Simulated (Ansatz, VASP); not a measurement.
**One calculation of Ca, two programs**

Contents of INCAR:

```
SYSTEM = Ca
PREC = Accurate
ENCUT = 500
EDIFF = 1E-6
ISMEAR = -1
SIGMA = 0.08
LREAL = .FALSE.
LASPH = .TRUE.
NELM = 120
ALGO = Normal
ISIF = 2
LWAVE = .FALSE.
LCHARG = .TRUE.
GGA = CA
LELF = .TRUE.
LVHAR = .TRUE.
NBANDS = 11
GGA_COMPAT = .FALSE.
```

Contents of KPOINTS:

```
regular mesh
0
G
  11 11 11
  0 0 0
```

POSCAR

```
Ca
1.0
    0.0000000000      2.7942000000      2.7942000000
    2.7942000000      0.0000000000      2.7942000000
    2.7942000000      2.7942000000      0.0000000000
Ca
1
Direct
    0.0000000000      0.0000000000      0.0000000000
```

Input for Ansatz:

```yaml
crystal:
  lattice:
    - [0.0, 2.7942, 2.7942]
    - [2.7942, 0.0, 2.7942]
    - [2.7942, 2.7942, 0.0]
  atoms:
    - { symbol: Ca, position: [0.0, 0.0, 0.0] }
kpoints:
  mp_grid: { grid: [11, 11, 11] }
  band_path:
    path:
      - [0.0, 0.0, 0.0]
      - [0.5, 0.0, 0.5]
      - [0.625, 0.25, 0.625]
      - [0.375, 0.375, 0.75]
      - [0.0, 0.0, 0.0]
      - [0.5, 0.5, 0.5]
      - [0.5, 0.25, 0.75]
      - [0.5, 0.0, 0.5]
    npoints: 5
scf:
  occupations: { method: fermi_dirac, width: 0.08 }
hamiltonian:
  xc: lda
  pseudopotentials: { kind: all_electron, lapw: { basis_error: 0.0005 } }
output:
  forces: true
  stress: true
  eigenvalues: true
```

Alike in both runs: task single point; functional LDA; k mesh 11 × 11 × 11; occupations fermi-dirac, width 0.08 eV; no spin polarisation.

```csv
,VASP,Ansatz
version,VASP 6.6.1,Ansatz 0.2.0
potentials or method,"VASP PAW LDA potentials, release 64 (Ca_sv), cutoff 500 eV","all-electron LAPW, scalar-relativistic"
```

|  | VASP | Ansatz | Ansatz less VASP |
| --- | --- | --- | --- |
| pressure (GPa) | -2.1 | -2.1 | +0.02 |

LDA's correlation is that of Perdew and Zunger in VASP and of Perdew and Wang (1992) in Ansatz. Ansatz ran all-electron here, and VASP with PAW potentials.
